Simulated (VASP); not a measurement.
# SiC (F-43m) in VASP: notebook

Runs on SiC. Level: r2SCAN. Tasks: single point.

Program: VASP 6.6.1. These are calculated values, not measurements. Logs are shortened: lines on timing, memory, paths and dates and some standing lists are left out, and cuts for length are marked.

**Measured values to compare with.**

“Insight into the structural, elastic and electronic properties of a new orthorhombic 6O-SiC polytype”, 2020, pmc:7200658 quotes, for a bulk crystal of SiC: band gap 2.4 eV (indirect).

The results are compared with them further down.

### Step 1. The cell of the first run

The structure is cubic, space group F-43m (No. 216). Conventional cell: a = 4.312 Å, b = 4.312 Å, c = 4.312 Å, α = 90.00°, β = 90.00°, γ = 90.00°. Within 2.5 Å of Si (site symmetry -43m) lie 4 C at 1.87 Å. C (site symmetry -43m) has 4 Si at 1.87 Å within 2.5 Å.

### Step 2. Single point, r2SCAN (volume scaled by 0.97)

POSCAR

```
SiC
1.0
    0.0000000000      2.1561740230      2.1561740230
    2.1561740230      0.0000000000      2.1561740230
    2.1561740230      2.1561740230      0.0000000000
Si C
1 1
Direct
    0.0000000000      0.0000000000      0.0000000000
    0.2500000000      0.2500000000      0.2500000000
```

INCAR.step1

```
SYSTEM = SiC
  ALGO = Normal
  EDIFF = 1E-4
  ENCUT = 520
  GGA = PE
  ISMEAR = 0
  LASPH = .TRUE.
  LCHARG = .FALSE.
  LREAL = .FALSE.
  LWAVE = .TRUE.
  NBANDS = 11
  NELM = 100
  PREC = Accurate
  SIGMA = 0.02
```

INCAR.step2

```
SYSTEM = SiC
  ALGO = Normal
  EDIFF = 1E-7
  ENCUT = 520
  ISIF = 2
  ISMEAR = 0
  ISTART = 1
  LASPH = .TRUE.
  LCHARG = .FALSE.
  LMIXTAU = .TRUE.
  LREAL = .FALSE.
  LWAVE = .FALSE.
  METAGGA = R2SCAN
  NBANDS = 11
  NELM = 100
  PREC = Accurate
  SIGMA = 0.02
```

KPOINTS

```
k-points
0
G
  10 10 10
  0 0 0
```

Potentials or basis: VASP PAW PBE potentials, release 64 (Si, C).

Started as:

```sh
> cat potpaw_PBE.64/Si/POTCAR potpaw_PBE.64/C/POTCAR > POTCAR
> cp INCAR.step1 INCAR
> mpirun -np 1 vasp_std > vasp.out
> cp INCAR.step2 INCAR
> mpirun -np 1 vasp_std > vasp.out
```

OUTCAR:

```text
SYSTEM = SiC
   EDIFF = 1E-7
   ENCUT = 520
   ISIF = 2
   ISMEAR = 0
   ISTART = 1
   LASPH = .TRUE.
   LREAL = .FALSE.
   METAGGA = R2SCAN
   NELM = 100
   PREC = Accurate

 ion  position               nearest neighbor table
   1  0.000  0.000  0.000-   2 1.87   2 1.87   2 1.87   2 1.87
   2  0.250  0.250  0.250-   1 1.87   1 1.87   1 1.87   1 1.87

  LATTYP: Found a face centered cubic cell.
 ALAT       =     4.3123480460

  Lattice vectors:

 A1 = (   0.0000000000,   2.1561740230,   2.1561740230)
 A2 = (   2.1561740230,   0.0000000000,   2.1561740230)
 A3 = (   2.1561740230,   2.1561740230,   0.0000000000)

Analysis of symmetry for initial positions (statically):
=====================================================================
 Subroutine PRICEL returns:
 Original cell was already a primitive cell.

 Routine SETGRP: Setting up the symmetry group for a
 face centered cubic supercell.

 Subroutine GETGRP returns: Found 24 space group operations
 (whereof 24 operations were pure point group operations)
 out of a pool of 48 trial point group operations.

The static configuration has the point symmetry T_d .

Analysis of symmetry for dynamics (positions and initial velocities):
=====================================================================
 Subroutine PRICEL returns:
 Original cell was already a primitive cell.

 Routine SETGRP: Setting up the symmetry group for a
 face centered cubic supercell.

 Subroutine GETGRP returns: Found 24 space group operations
 (whereof 24 operations were pure point group operations)
 out of a pool of 48 trial point group operations.

The dynamic configuration has the point symmetry T_d .

 Subroutine INISYM returns: Found 24 space group operations
 (whereof 24 operations are pure point group operations),
 and found     1 'primitive' translations

----------------------------------------------------------------------------------------

                                     Primitive cell

  volume of cell :      20.0485

  direct lattice vectors                    reciprocal lattice vectors
     0.000000000  2.156174023  2.156174023    -0.231892229  0.231892229  0.231892229
     2.156174023  0.000000000  2.156174023     0.231892229 -0.231892229  0.231892229
     2.156174023  2.156174023  0.000000000     0.231892229  0.231892229 -0.231892229

  length of vectors
     3.049290546  3.049290546  3.049290546     0.401649122  0.401649122  0.401649122

  position of ions in fractional coordinates (direct lattice)
     0.000000000  0.000000000  0.000000000
     0.250000000  0.250000000  0.250000000

  ion indices of the primitive-cell ions
   primitive index   ion index
                 1           1
                 2           2

----------------------------------------------------------------------------------------

 KPOINTS: k-points

Automatic generation of k-mesh.
 Grid dimensions read from file:
 generate k-points for:   10   10   10

 Generating k-lattice:

  Cartesian coordinates                     Fractional coordinates (reciprocal lattice)
    -0.023189223  0.023189223  0.023189223     0.100000000  0.000000000  0.000000000
     0.023189223 -0.023189223  0.023189223     0.000000000  0.100000000  0.000000000
     0.023189223  0.023189223 -0.023189223     0.000000000  0.000000000  0.100000000

  Length of vectors
     0.040164912  0.040164912  0.040164912

  Shift w.r.t. Gamma in fractional coordinates (k-lattice)
     0.000000000  0.000000000  0.000000000

 Subroutine IBZKPT returns following result:
 ===========================================

 Found     47 irreducible k-points:

 Following reciprocal coordinates:
            Coordinates               Weight
  0.000000  0.000000  0.000000      1.000000
  0.100000  0.000000  0.000000      8.000000
  0.200000  0.000000  0.000000      8.000000
  0.300000  0.000000  0.000000      8.000000
  0.400000  0.000000  0.000000      8.000000
  0.500000  0.000000  0.000000      4.000000
[... 16 lines left out ...]
  0.300000  0.300000  0.000000      6.000000
  0.400000  0.300000  0.000000     24.000000
 [... further k-points ...]
   k-points           NKPTS =     47   k-points in BZ     NKDIM =     47   number of bands    NBANDS=     11
   number of dos      NEDOS =    301   number of ions     NIONS =      2
   total plane-waves  NPLWV =  13824
   dimension x,y,z NGX =    24 NGY =   24 NGZ =   24
   dimension x,y,z NGXF=    48 NGYF=   48 NGZF=   48
   ions per type =               1   1
   NGX,Y,Z   is equivalent  to a cutoff of  13.08, 13.08, 13.08 a.u.
   NGXF,Y,Z  is equivalent  to a cutoff of  26.17, 26.17, 26.17 a.u.
 SYSTEM =  SiC
   PREC   = accura    normal or accurate (medium, high low for compatibility)
   ISTART =      1    job   : 0-new  1-cont  2-samecut
   ICHARG =      0    charge: 1-file 2-atom 10-const
   ISPIN  =      1    spin polarized calculation?
   LNONCOLLINEAR =      F non collinear calculations
   LSORBIT =      F    spin-orbit coupling
   LASPH  =      T    aspherical Exc in radial PAW
   ENCUT  =  520.0 eV  38.22 Ry    6.18 a.u.   5.67  5.67  5.67*2*pi/ulx,y,z
   NELM   =    100;   NELMIN=  2; NELMDL=  0     # of ELM steps
   EDIFF  = 0.1E-06   stopping-criterion for ELM
   LREAL  =      F    real-space projection
   EDIFFG = 0.1E-05   stopping-criterion for IOM
   NSW    =      0    number of steps for IOM
   IBRION =     -1    ionic relax: 0-MD 1-quasi-New 2-CG
   NFREE  =      0    steps in history (QN), initial steepest desc. (CG)
   ISIF   =      2    stress and relaxation
   ISYM   =      2    0-nonsym 1-usesym 2-fastsym
   POTIM  = 0.5000    time-step for ionic-motion
   TEBEG  =    0.0;   TEEND  =   0.0 temperature during run
   PSTRESS=    0.0 pullay stress
   NELECT =       8.0000    total number of electrons
   NUPDOWN=      -1.0000    fix difference up-down
   EMIN   =  10.00;   EMAX   =-10.00  energy-range for DOS
   EFERMI =   0.00;   METHOD = LEGACY
   ISMEAR =     0;   SIGMA  =   0.02  broadening in eV -4-tet -1-fermi 0-gaus
   EFERMI_NEDOS =   21; number of points for ismear=-14 and -15
   IALGO  =     38    algorithm
   IMIX   =      4    mixing-type and parameters
     AMIX     =   0.40;   BMIX     =  1.00
     AMIX_MAG =   1.60;   BMIX_MAG =  1.00
  volume/ion in A,a.u.               =      10.02        67.65
  Fermi-wavevector in a.u.,A,eV,Ry     =   1.205252  2.277595 19.764247  1.452631
  Thomas-Fermi vector in A             =   2.340953
   LORBIT       =      0    0 simple, 1 ext, 2 COOP (PROOUT), +10 PAW based schemes
   METAGGA = R2SCAN    functional components
   LHFCALC =     F    Hartree Fock is set to
   AEXX    =    0.0000 exact exchange contribution
   IVDW    =     0    specifies the selected vdW correction
   LEPSILON=     F    determine dielectric tensor
   LRPA    =     F    only Hartree local field effects (RPA)
 non-spin polarized calculation
 Gauss-broadening in eV      SIGMA  =   0.02
  energy-cutoff  :      520.00
  volume of cell :       20.05
 maximum number of plane-waves:       549
   NGX = 11   NGY = 11   NGZ = 11

 number of electron       8.0000000 magnetization

 Free energy of the ion-electron system (eV)
  ---------------------------------------------------
  ext. energy  EPLUGINS =         0.00000000
  ---------------------------------------------------
  free energy    TOTEN  =       -19.31365863 eV

  energy without entropy =      -19.31365863  energy(sigma->0) =      -19.31365863

 E-fermi :   8.4646     XC(G=0): -12.0766

 val. band max:        8.3386338125   @ k =   0.0000   0.0000   0.0000
 cond. band min:      10.0427630944   @ k =   0.5000   0.5000   0.0000
 fundamental gap:      1.7041292819
 Fermi energy:         8.4645512851

 k-point     1 :       0.0000    0.0000    0.0000
  band No.  band energies     occupation
      1      -8.0945      2.00000
      2       8.3386      2.00000
      3       8.3386      2.00000
      4       8.3386      2.00000
      5      15.5718      0.00000
      6      16.4272      0.00000
      7      16.4272      0.00000
      8      16.4272      0.00000
      9      23.7440      0.00000
     10      23.7440      0.00000
     11      26.6283      0.00000

 k-point     2 :       0.1000    0.0000    0.0000
  band No.  band energies     occupation
      1      -7.8869      2.00000
      2       7.2857      2.00000
      3       8.1982      2.00000
      4       8.1982      2.00000
      5      15.7666      0.00000
      6      16.6908      0.00000
      7      16.6908      0.00000
      8      16.8259      0.00000
      9      22.7816      0.00000
     10      22.7816      0.00000
     11      26.0206      0.00000

 k-point     3 :       0.2000    0.0000    0.0000
  band No.  band energies     occupation
      1      -7.2743      2.00000
      2       5.0469      2.00000
      3       7.8746      2.00000
      4       7.8746      2.00000
      5      15.4192      0.00000
      6      17.0628      0.00000
      7      17.0628      0.00000
      8      18.2007      0.00000
      9      22.1116      0.00000
     10      22.1116      0.00000
     11      25.0646      0.00000

 k-point     4 :       0.3000    0.0000    0.0000
  band No.  band energies     occupation
      1      -6.2969      2.00000
      2       2.5954      2.00000
      3       7.5398      2.00000
      4       7.5398      2.00000
      5      15.0038      0.00000
      6      16.8613      0.00000
      7      16.8613      0.00000
      8      19.2307      0.00000
      9      23.0720      0.00000
     10      23.0720      0.00000
     11      24.8689      0.00000

 k-point     5 :       0.4000    0.0000    0.0000
  band No.  band energies     occupation
      1      -5.0983      2.00000
      2       0.4274      2.00000
      3       7.3073      2.00000
      4       7.3073      2.00000
      5      14.7315      0.00000
      6      16.4200      0.00000
      7      16.4200      0.00000
      8      19.4957      0.00000
      9      25.2284      0.00000
     10      25.2284      0.00000
     11      25.6159      0.00000
[... 211 lines left out ...]
 k-point    21 :      -0.3000    0.2000    0.0000
  band No.  band energies     occupation
      1      -4.8571      2.00000
      2       1.5751      2.00000
      3       4.3305      2.00000
      4       7.1013      2.00000
      5      14.5992      0.00000
      6      17.5528      0.00000
      7      17.9171      0.00000
      8      19.7931      0.00000
      9      22.0245      0.00000
     10      25.2459      0.00000
     11      28.9556      0.00000

 k-point    22 :      -0.2000    0.2000    0.0000
  band No.  band energies     occupation
      1      -5.9690      2.00000
      2       3.2727      2.00000
      3       4.9558      2.00000
      4       7.6587      2.00000
      5      15.6649      0.00000
      6      17.2947      0.00000
      7      17.5505      0.00000
      8      18.5357      0.00000
      9      20.6733      0.00000
     10      25.1804      0.00000
     11      28.9601      0.00000

 k-point    23 :       0.3000    0.3000    0.0000
  band No.  band energies     occupation
      1      -5.6869      2.00000
      2       3.7603      2.00000
      3       5.8238      2.00000
      4       5.8238      2.00000
      5      12.0186      0.00000
      6      14.6194      0.00000
      7      21.0599      0.00000
      8      21.0599      0.00000
      9      22.1081      0.00000
     10      26.5613      0.00000
     11      31.6449      0.00000

 k-point    24 :       0.4000    0.3000    0.0000
  band No.  band energies     occupation
      1      -4.7735      2.00000
      2       2.4654      2.00000
      3       5.0049      2.00000
      4       5.5436      2.00000
      5      11.6698      0.00000
      6      14.6456      0.00000
      7      21.2047      0.00000
      8      21.4624      0.00000
      9      23.5880      0.00000
     10      27.7380      0.00000
     11      31.3417      0.00000

 [... further k-points ...]

------------------------ aborting loop because EDIFF is reached ----------------------------------------

  FORCE on cell =-STRESS in cart. coord.  units (eV):
  Direction    XX          YY          ZZ          XY          YZ          ZX
  --------------------------------------------------------------------------------------
  -------------------------------------------------------------------------------------
  Total        0.8916952      0.8916952      0.8916952     -0.0000000      0.0000000     -0.0000000
  in kB       71.2599610     71.2599610     71.2599610     -0.0000000      0.0000000     -0.0000000
  external PRESSURE =      71.2599610 kB  Pullay stress =       0.0000000 kB

 VOLUME and BASIS-vectors are now :
 -----------------------------------------------------------------------------
  energy-cutoff  :      520.00
  volume of cell :       20.05
      direct lattice vectors                 reciprocal lattice vectors
     0.000000000  2.156174023  2.156174023    -0.231892229  0.231892229  0.231892229
     2.156174023  0.000000000  2.156174023     0.231892229 -0.231892229  0.231892229
     2.156174023  2.156174023  0.000000000     0.231892229  0.231892229 -0.231892229

 POSITION                                       TOTAL-FORCE (eV/Angst)
 -----------------------------------------------------------------------------------
      0.00000      0.00000      0.00000        -0.000000      0.000000     -0.000000
      1.07809      1.07809      1.07809         0.000000     -0.000000      0.000000
 -----------------------------------------------------------------------------------
    total drift:                               -0.000001     -0.000001     -0.000001

  FREE ENERGIE OF THE ION-ELECTRON SYSTEM (eV)
  ---------------------------------------------------
  free  energy   TOTEN  =       -19.3136586262 eV

  energy  without entropy=      -19.3136586262  energy(sigma->0) =      -19.31365863
```

Run time: 29 s. Hardware: 1 thread of AMD EPYC 9R45 (Zen 5), shared host; peak memory 0.11 GiB.

What came out:

- Free energy: -19.3137 eV
- Pressure: 7.1 GPa
- Band gap on the k mesh: 1.70 eV, indirect (least direct gap 5.10 eV)

Levels at points of the mesh, in eV from the valence-band top:
| k point | band 1 | band 2 | band 3 | band 4 | band 5 | band 6 | band 7 | band 8 |
| --- | --- | --- | --- | --- | --- | --- | --- | --- |
| (0.00, 0.00, 0.00) | -16.43 | 0.00 | 0.00 | 0.00 | 7.23 | 8.09 | 8.09 | 8.09 |
| (0.50, 0.00, 0.00) | -12.69 | -8.99 | -1.11 | -1.11 | 6.30 | 7.89 | 7.89 | 11.15 |
| (0.50, 0.50, 0.00) | -11.19 | -8.15 | -3.39 | -3.39 | 1.70 | 4.95 | 15.53 | 15.53 |

Caveat: the PAW data sets were made with another functional, which shifts forces and pressure a little.

(Part 1 of 2 ends here.)
